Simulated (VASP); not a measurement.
Write the native input for VASP 6.6.1 that does the following.

| Item | Value |
| --- | --- |
| Task | single point |
| Functional | LDA |
| Potentials or basis | VASP PAW LDA potentials, release 64 (P) |
| Cutoff | 520 eV |
| k mesh | 17 × 17 × 17 |
| Occupations | fermi-dirac, width 0.05 eV |
| Spin | no spin polarisation |
| Dipole correction | no |
| Further INCAR settings | ALGO = Normal; EDIFF = 1e-06; NBANDS = 8 |

The structure of P lies in POSCAR:

```
P
1.0
   -1.5032544752      1.5032544752      1.5032544752
    1.5032544752     -1.5032544752      1.5032544752
    1.5032544752      1.5032544752     -1.5032544752
P
1
Direct
    0.0000000000      0.0000000000      0.0000000000
```

One way to write it, as run:

INCAR

```
SYSTEM = P
PREC = Accurate
ENCUT = 520
EDIFF = 1E-6
ISMEAR = -1
SIGMA = 0.05
LREAL = .FALSE.
LASPH = .TRUE.
NELM = 100
ALGO = Normal
ISIF = 2
LWAVE = .FALSE.
LCHARG = .FALSE.
GGA = CA
NBANDS = 8
```

KPOINTS

```
regular mesh
0
G
  17 17 17
  0 0 0
```

Potentials or basis: VASP PAW LDA potentials, release 64 (P).

Run with:

```console
$ cat potpaw_LDA.64/P/POTCAR > POTCAR
$ mpirun -np 1 vasp_std > vasp.out
```

Results of the run:

```json
{
  "Pressure": "-0.2 GPa"
}
```

Run time: 6.6 s on 1 thread of Intel(R) Xeon(R) Platinum 8488C (Sapphire Rapids) (shared host), peak memory 0.12 GiB.
